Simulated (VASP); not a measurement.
Set up this calculation in VASP 6.6.1, as the native input.

| Quantity | Value |
| --- | --- |
| Task | single point |
| Functional | LDA |
| Potentials or basis | VASP PAW LDA potentials, release 64 (Hf_pv, O) |
| Cutoff | 520 eV |
| k mesh | 8 × 8 × 8 |
| Occupations | gaussian, width 0.05 eV |
| Spin | no spin polarisation |
| Dipole correction | no |
| Further INCAR settings | ALGO = Normal; EDIFF = 1e-06; NBANDS = 18 |

The structure of HfO2 lies in POSCAR:

```
HfO2
1.0
    0.0000000000      2.5008001766      2.5008001766
    2.5008001766      0.0000000000      2.5008001766
    2.5008001766      2.5008001766      0.0000000000
Hf O
1 2
Direct
    0.0000000000      0.0000000000      0.0000000000
    0.2500000000      0.2500000000      0.2500000000
    0.7500000000      0.7500000000      0.7500000000
```

One way to write it, as run:

INCAR

```
SYSTEM = HfO2
ALGO = Normal
EDIFF = 1E-6
ENCUT = 520
ISIF = 2
ISMEAR = 0
LASPH = .TRUE.
LCHARG = .TRUE.
LELF = .TRUE.
LREAL = .FALSE.
LVHAR = .TRUE.
LWAVE = .FALSE.
NBANDS = 18
NELM = 80
PREC = Accurate
SIGMA = 0.05
```

KPOINTS

```
k-points
0
G
  8 8 8
  0 0 0
```

Potentials or basis: VASP PAW LDA potentials, release 64 (Hf_pv, O).

Launch:

```console
$ cat potpaw_LDA.64/Hf_pv/POTCAR potpaw_LDA.64/O/POTCAR > POTCAR
$ mpirun -np 1 vasp_std > vasp.out
```

It gave:

```yaml
Pressure: -3.3 GPa
Band_gap_on_the_k_mesh: 3.70 eV
```

Caveat: the cell stands under tension; spin-orbit coupling is left out, which moves the levels of the heavy elements.

Run time: 9.8 s on 1 thread of Intel(R) Xeon(R) Platinum 8488C (Sapphire Rapids), with other jobs on the host, peak memory 0.15 GiB.
